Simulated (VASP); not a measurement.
# SiW (rocksalt type) (Fm-3m) in VASP: a series of runs

SiW (rocksalt type) is run at these levels: PBE; tasks: relaxation of cell and atoms.

All numbers are computed with VASP 6.6.1; they aren't measurements. Logs are shortened: lines on timing, memory, paths and dates and some standing lists are left out, and cuts for length are marked.

### Step 1. The cell of the first run

It takes space group Fm-3m (No. 225, cubic). The conventional cell has a = 4.414 Å, b = 4.414 Å, c = 4.414 Å, α = 90.00°, β = 90.00°, γ = 90.00°. Within 2.9 Å of W (site symmetry m-3m) lie 6 Si at 2.21 Å. Si (site symmetry m-3m) has 6 W at 2.21 Å within 2.9 Å.

### Step 2. Relaxation of cell and atoms, PBE, target pressure 160 GPa, at which the enthalpy is minimised

The input, INCAR:

```
PREC = Accurate
ENCUT = 600
EDIFF = 1E-6
ISMEAR = -1
SIGMA = 0.1
LREAL = F
LASPH = T
NELM = 60
ALGO = Normal
ISIF = 3
LWAVE = F
LCHARG = F
GGA = PE
IBRION = 2
NSW = 60
EDIFFG = -0.005
PSTRESS = 1600.0
```

The input, KPOINTS:

```
Automatic mesh
0
Gamma
  15 15 15
```

The input, POSCAR:

```
SiW
1.0
    0.0000000000      2.2068583649      2.2068583649
    2.2068583649      0.0000000000      2.2068583649
    2.2068583649      2.2068583649      0.0000000000
W Si
1 1
Direct
    0.0000000000      0.0000000000      0.0000000000
    0.5000000000      0.5000000000      0.5000000000
```

Potentials or basis: VASP PAW PBE potentials, release 64 (W_sv, Si).

Launch:

```sh
$ cat potpaw_PBE.64/W_sv/POTCAR potpaw_PBE.64/Si/POTCAR > POTCAR
$ mpirun -np 1 vasp_std > vasp.out
```

OUTCAR:

```text
PREC = Accurate
   ENCUT = 600
   EDIFF = 1E-6
   ISMEAR = -1
   LREAL = F
   LASPH = T
   NELM = 60
   ISIF = 3
   GGA = PE
   IBRION = 2
   NSW = 60
   EDIFFG = -0.005
   PSTRESS = 1600.0

 ion  position               nearest neighbor table
   1  0.000  0.000  0.000-   2 2.21   2 2.21   2 2.21   2 2.21   2 2.21   2 2.21
   2  0.500  0.500  0.500-   1 2.21   1 2.21   1 2.21   1 2.21   1 2.21   1 2.21

  LATTYP: Found a face centered cubic cell.
 ALAT       =     4.4137167298

  Lattice vectors:

 A1 = (   0.0000000000,   2.2068583649,   2.2068583649)
 A2 = (   2.2068583649,   0.0000000000,   2.2068583649)
 A3 = (   2.2068583649,   2.2068583649,   0.0000000000)

Analysis of symmetry for initial positions (statically):
=====================================================================
 Subroutine PRICEL returns:
 Original cell was already a primitive cell.

 Routine SETGRP: Setting up the symmetry group for a
 face centered cubic supercell.

 Subroutine GETGRP returns: Found 48 space group operations
 (whereof 48 operations were pure point group operations)
 out of a pool of 48 trial point group operations.

The static configuration has the point symmetry O_h .

Analysis of symmetry for dynamics (positions and initial velocities):
=====================================================================
 Subroutine PRICEL returns:
 Original cell was already a primitive cell.

 Routine SETGRP: Setting up the symmetry group for a
 face centered cubic supercell.

 Subroutine GETGRP returns: Found 48 space group operations
 (whereof 48 operations were pure point group operations)
 out of a pool of 48 trial point group operations.

The dynamic configuration has the point symmetry O_h .

 Subroutine INISYM returns: Found 48 space group operations
 (whereof 48 operations are pure point group operations),
 and found     1 'primitive' translations

----------------------------------------------------------------------------------------

                                     Primitive cell

  volume of cell :      21.4958

  direct lattice vectors                    reciprocal lattice vectors
     0.000000000  2.206858365  2.206858365    -0.226566420  0.226566420  0.226566420
     2.206858365  0.000000000  2.206858365     0.226566420 -0.226566420  0.226566420
     2.206858365  2.206858365  0.000000000     0.226566420  0.226566420 -0.226566420

  length of vectors
     3.120969030  3.120969030  3.120969030     0.392424551  0.392424551  0.392424551

  position of ions in fractional coordinates (direct lattice)
     0.000000000  0.000000000  0.000000000
     0.500000000  0.500000000  0.500000000

  ion indices of the primitive-cell ions
   primitive index   ion index
                 1           1
                 2           2

----------------------------------------------------------------------------------------

 KPOINTS: Automatic mesh

Automatic generation of k-mesh.
 Grid dimensions read from file:
 generate k-points for:   15   15   15

 Generating k-lattice:

  Cartesian coordinates                     Fractional coordinates (reciprocal lattice)
    -0.015104428  0.015104428  0.015104428     0.066666667  0.000000000  0.000000000
     0.015104428 -0.015104428  0.015104428     0.000000000  0.066666667  0.000000000
     0.015104428  0.015104428 -0.015104428     0.000000000  0.000000000  0.066666667

  Length of vectors
     0.026161637  0.026161637  0.026161637

  Shift w.r.t. Gamma in fractional coordinates (k-lattice)
     0.000000000  0.000000000  0.000000000

 Subroutine IBZKPT returns following result:
 ===========================================

 Found    120 irreducible k-points:

 Following reciprocal coordinates:
            Coordinates               Weight
  0.000000  0.000000  0.000000      1.000000
  0.066667  0.000000  0.000000      8.000000
  0.133333  0.000000  0.000000      8.000000
  0.200000  0.000000  0.000000      8.000000
  0.266667  0.000000  0.000000      8.000000
  0.333333  0.000000  0.000000      8.000000
[... 16 lines left out ...]
  0.133333  0.133333  0.000000      6.000000
  0.200000  0.133333  0.000000     24.000000
 [... further k-points ...]
   k-points           NKPTS =    120   k-points in BZ     NKDIM =    120   number of bands    NBANDS=     13
   number of dos      NEDOS =    301   number of ions     NIONS =      2
   total plane-waves  NPLWV =  21952
   dimension x,y,z NGX =    28 NGY =   28 NGZ =   28
   dimension x,y,z NGXF=    56 NGYF=   56 NGZF=   56
   ions per type =               1   1
   NGX,Y,Z   is equivalent  to a cutoff of  14.91, 14.91, 14.91 a.u.
   NGXF,Y,Z  is equivalent  to a cutoff of  29.83, 29.83, 29.83 a.u.
 SYSTEM =  unknown system
   PREC   = accura    normal or accurate (medium, high low for compatibility)
   ISTART =      0    job   : 0-new  1-cont  2-samecut
   ICHARG =      2    charge: 1-file 2-atom 10-const
   ISPIN  =      1    spin polarized calculation?
   LNONCOLLINEAR =      F non collinear calculations
   LSORBIT =      F    spin-orbit coupling
   LASPH  =      T    aspherical Exc in radial PAW
   ENCUT  =  600.0 eV  44.10 Ry    6.64 a.u.   6.23  6.23  6.23*2*pi/ulx,y,z
   NELM   =     60;   NELMIN=  2; NELMDL= -5     # of ELM steps
   EDIFF  = 0.1E-05   stopping-criterion for ELM
   LREAL  =      F    real-space projection
   EDIFFG = -.5E-02   stopping-criterion for IOM
   NSW    =     60    number of steps for IOM
   IBRION =      2    ionic relax: 0-MD 1-quasi-New 2-CG
   NFREE  =      1    steps in history (QN), initial steepest desc. (CG)
   ISIF   =      3    stress and relaxation
   ISYM   =      2    0-nonsym 1-usesym 2-fastsym
   POTIM  = 0.5000    time-step for ionic-motion
   TEBEG  =    0.0;   TEEND  =   0.0 temperature during run
   PSTRESS= 1600.0 pullay stress
   NELECT =      18.0000    total number of electrons
   NUPDOWN=      -1.0000    fix difference up-down
   EMIN   =  10.00;   EMAX   =-10.00  energy-range for DOS
   EFERMI =   0.00;   METHOD = LEGACY
   ISMEAR =    -1;   SIGMA  =   0.10  broadening in eV -4-tet -1-fermi 0-gaus
   EFERMI_NEDOS =   21; number of points for ismear=-14 and -15
   IALGO  =     38    algorithm
   IMIX   =      4    mixing-type and parameters
     AMIX     =   0.40;   BMIX     =  1.00
     AMIX_MAG =   1.60;   BMIX_MAG =  1.00
  volume/ion in A,a.u.               =      10.75        72.53
  Fermi-wavevector in a.u.,A,eV,Ry     =   1.543054  2.915950 32.395697  2.381017
  Thomas-Fermi vector in A             =   2.648772
   LORBIT       =      0    0 simple, 1 ext, 2 COOP (PROOUT), +10 PAW based schemes
   GGA     = PE    functional components
   LHFCALC =     F    Hartree Fock is set to
   AEXX    =    0.0000 exact exchange contribution
   IVDW    =     0    specifies the selected vdW correction
   LEPSILON=     F    determine dielectric tensor
   LRPA    =     F    only Hartree local field effects (RPA)
 conjugate gradient relaxation of ions
 non-spin polarized calculation
  energy-cutoff  :      600.00
  volume of cell :       21.50
 maximum number of plane-waves:       745
 NGX is ok and might be reduce to    28
   NGX = 13   NGY = 13   NGZ = 13

--------------------------------------- Ionic step        1  -------------------------------------------

 number of electron      18.0000000 magnetization

 Free energy of the ion-electron system (eV)
  ---------------------------------------------------
  ext. energy  EPLUGINS =         0.00000000
  ---------------------------------------------------
  free energy    TOTEN  =       -13.49264822 eV

  energy without entropy =      -13.45647271  energy(sigma->0) =      -13.47456046

------------------------ aborting loop because EDIFF is reached ----------------------------------------

  FORCE on cell =-STRESS in cart. coord.  units (eV):
  Direction    XX          YY          ZZ          XY          YZ          ZX
  --------------------------------------------------------------------------------------
  -------------------------------------------------------------------------------------
  Total       21.8098436     21.8098436     21.8098436     -0.0000000      0.0000000      0.0000000
  in kB     1625.5852628   1625.5852628   1625.5852628     -0.0000000      0.0000000      0.0000000
  external PRESSURE =      25.5852628 kB  Pullay stress =    1600.0000000 kB

 VOLUME and BASIS-vectors are now :
 -----------------------------------------------------------------------------
  energy-cutoff  :      600.00
  volume of cell :       21.50
      direct lattice vectors                 reciprocal lattice vectors
     0.000000000  2.206858365  2.206858365    -0.226566420  0.226566420  0.226566420
     2.206858365  0.000000000  2.206858365     0.226566420 -0.226566420  0.226566420
     2.206858365  2.206858365  0.000000000     0.226566420  0.226566420 -0.226566420
[... 46 lines left out ...]
  FREE ENERGIE OF THE ION-ELECTRON SYSTEM (eV)
  ---------------------------------------------------
  free  energy   TOTEN  =       -14.0089015091 eV

  energy  without entropy=      -13.9724464506  energy(sigma->0) =      -13.99067398

  enthalpy is  TOTEN    =         7.9953360507 eV   P V=       22.0042375598

--------------------------------------- Ionic step        3  -------------------------------------------

 number of electron      18.0000000 magnetization

 Free energy of the ion-electron system (eV)
  ---------------------------------------------------
  ext. energy  EPLUGINS =         0.00000000
  ---------------------------------------------------
  free energy    TOTEN  =       -13.56881105 eV

  energy without entropy =      -13.53259682  energy(sigma->0) =      -13.55070394

 E-fermi :  16.0947     XC(G=0): -14.1545

 val. band max:       16.0901461759   @ k =  -0.3333   0.2667   0.0000
 cond. band min:      16.1043512802   @ k =  -0.4667   0.2000   0.0667
 fundamental gap:      0.0142051043
 Fermi energy:        16.0946892745

 k-point     1 :       0.0000    0.0000    0.0000
  band No.  band energies     occupation
      1     -57.8750      2.00000
      2     -22.2515      2.00000
      3     -22.2515      2.00000
      4     -22.2515      2.00000
      5       1.1017      2.00000
      6      12.2449      2.00000
      7      12.2449      2.00000
      8      12.2449      2.00000
      9      13.4675      2.00000
     10      13.4675      2.00000
     11      19.7655      0.00000
     12      19.7655      0.00000
     13      19.7655      0.00000

 k-point     2 :       0.0667    0.0000    0.0000
  band No.  band energies     occupation
      1     -57.8733      2.00000
      2     -22.2819      2.00000
      3     -22.2555      2.00000
      4     -22.2555      2.00000
      5       1.2500      2.00000
      6      12.0577      2.00000
      7      12.3035      2.00000
      8      12.3035      2.00000
      9      13.3146      2.00000
     10      13.3146      2.00000
     11      19.6658      0.00000
[... 339 lines left out ...]
 k-point    24 :       0.2000    0.1333    0.0000
  band No.  band energies     occupation
      1     -57.8607      2.00000
      2     -22.4448      2.00000
      3     -22.3113      2.00000
      4     -22.3063      2.00000
      5       2.3493      2.00000
      6      11.0619      2.00000
      7      11.2032      2.00000
      8      12.5496      2.00000
      9      12.8877      2.00000
     10      14.0276      2.00000
     11      20.3664      0.00000
     12      21.0515      0.00000
     13      22.6023      0.00000

 [... further k-points ...]
[... 5 lines left out ...]
  --------------------------------------------------------------------------------------
  -------------------------------------------------------------------------------------
  Total       21.5404872     21.5404872     21.5404872      0.0000000      0.0000000      0.0000000
  in kB     1599.8767747   1599.8767747   1599.8767747      0.0000000      0.0000000      0.0000000
  external PRESSURE =      -0.1232253 kB  Pullay stress =    1600.0000000 kB

 VOLUME and BASIS-vectors are now :
 -----------------------------------------------------------------------------
  energy-cutoff  :      600.00
  volume of cell :       21.57
      direct lattice vectors                 reciprocal lattice vectors
    -0.000000000  2.209444981  2.209444981    -0.226301177  0.226301177  0.226301177
     2.209444981 -0.000000000  2.209444981     0.226301177 -0.226301177  0.226301177
     2.209444981  2.209444981 -0.000000000     0.226301177  0.226301177 -0.226301177

 POSITION                                       TOTAL-FORCE (eV/Angst)
 -----------------------------------------------------------------------------------
     -0.00000      0.00000      0.00000        -0.000000      0.000000      0.000000
      2.20944      2.20944      2.20944         0.000000      0.000000     -0.000000
 -----------------------------------------------------------------------------------
    total drift:                               -0.000000      0.000000      0.000000

  FREE ENERGIE OF THE ION-ELECTRON SYSTEM (eV)
  ---------------------------------------------------
  free  energy   TOTEN  =       -13.5688110538 eV

  energy  without entropy=      -13.5325968197  energy(sigma->0) =      -13.55070394

  enthalpy is  TOTEN    =         7.9733351922 eV   P V=       21.5421462460

 reached required accuracy - stopping structural energy minimisation
```

Wall time 1.9 min (1 thread of Intel Xeon Platinum 8259CL at 2.50GHz (Skylake/Cascade Lake), shared host); peak memory 0.2 GiB.

What came out:

| Property | Result |
| --- | --- |
| Free energy | -13.5688 eV |
| Relaxed volume | 10.79 Å³/atom |
| Relaxed cell | a = 3.125 Å, b = 3.125 Å, c = 3.125 Å, α = 60.00°, β = 60.00°, γ = 60.00° |
| Space group after relaxing (to 0.05 Å) | Fm-3m (No. 225) |
| Energy change on relaxing (the enthalpy is what falls) | -38.1 meV/atom |
| Ionic steps | 3 |
| Pressure after relaxing | 160.0 GPa |
| Band gap on the k mesh | zero (band 9 reaches 17.29 eV, above the bottom of band 10 at 13.22 eV) |

The path:
```
step  energy change (eV)  largest force (eV/Å)  pressure (GPa)  volume (Å³)
   1              0.0000                0.0000          162.56        21.50
   2             -0.5163                0.0000          145.04        22.03
   3             -0.0762                0.0000          159.99        21.57
```

Final structure:
```cif
data_structure
_symmetry_space_group_name_H-M 'P 1'
_symmetry_Int_Tables_number 1
_cell_length_a 3.1246
_cell_length_b 3.1246
_cell_length_c 3.1246
_cell_angle_alpha 60.000
_cell_angle_beta 60.000
_cell_angle_gamma 60.000
_cell_volume 21.57
loop_
_atom_site_label
_atom_site_type_symbol
_atom_site_fract_x
_atom_site_fract_y
_atom_site_fract_z
_atom_site_occupancy
W1 W 0.00000 0.00000 0.00000 1
Si1 Si 0.50000 0.50000 0.50000 1
```

Caveat: the cell is relaxed towards a set pressure, so the enthalpy falls and the energy may rise; spin-orbit coupling is left out, which moves the levels of the heavy elements.

(Part 1 of 2 ends here.)
